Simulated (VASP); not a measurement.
Input of a VASP 6.6.1 run:

INCAR

```
SYSTEM = KMgF3
  PREC = Accurate
  ENCUT = 520
  EDIFF = 1E-6
  ISMEAR = 0
  SIGMA = 0.05
  LREAL = .False.
  LASPH = .True.
  NELM = 100
  ALGO = Normal
  ISIF = 2
  LWAVE = .False.
  LCHARG = .True.
  GGA = CA
  LELF = .True.
  LVHAR = .True.
  NBANDS = 24
```

Contents of KPOINTS:

```
regular mesh
0
Gamma
  6 6 6
  0 0 0
```

Contents of POSCAR:

```
KMgF3
1.0
    3.9859000000      0.0149471250      0.0000000000
    0.0149471250      3.9859000000      0.0000000000
    0.0000000000      0.0000000000      3.9859000000
K Mg F
1 1 3
Direct
    0.5000000000      0.5000000000      0.5000000000
    0.0000000000      0.0000000000      0.0000000000
    0.5000000000      0.0000000000      0.0000000000
    0.0000000000      0.5000000000      0.0000000000
    0.0000000000      0.0000000000      0.5000000000
```

Potentials or basis: VASP PAW LDA potentials, release 64 (K_sv, Mg, F).

Run with:

```sh
$ cat potpaw_LDA.64/K_sv/POTCAR potpaw_LDA.64/Mg/POTCAR potpaw_LDA.64/F/POTCAR > POTCAR
$ mpirun -np 1 vasp_std > vasp.out
```

**Question.** Estimate the band gap on the k mesh.

**Answer.** 6.95 eV, indirect (least direct gap 7.27 eV).

**Question.** Estimate the pressure.

**Answer.** -5.3 GPa.

Stress tensor (GPa, compression positive):
```
-5.25 -0.34  0.00
-0.34 -5.25  0.00
 0.00  0.00 -5.25
```

Caveat: the cell differs from its parent crystal (strain +0.0075 x Voigt [0, 0, 0, 0, 0, 1]). A k mesh can miss the band edges.
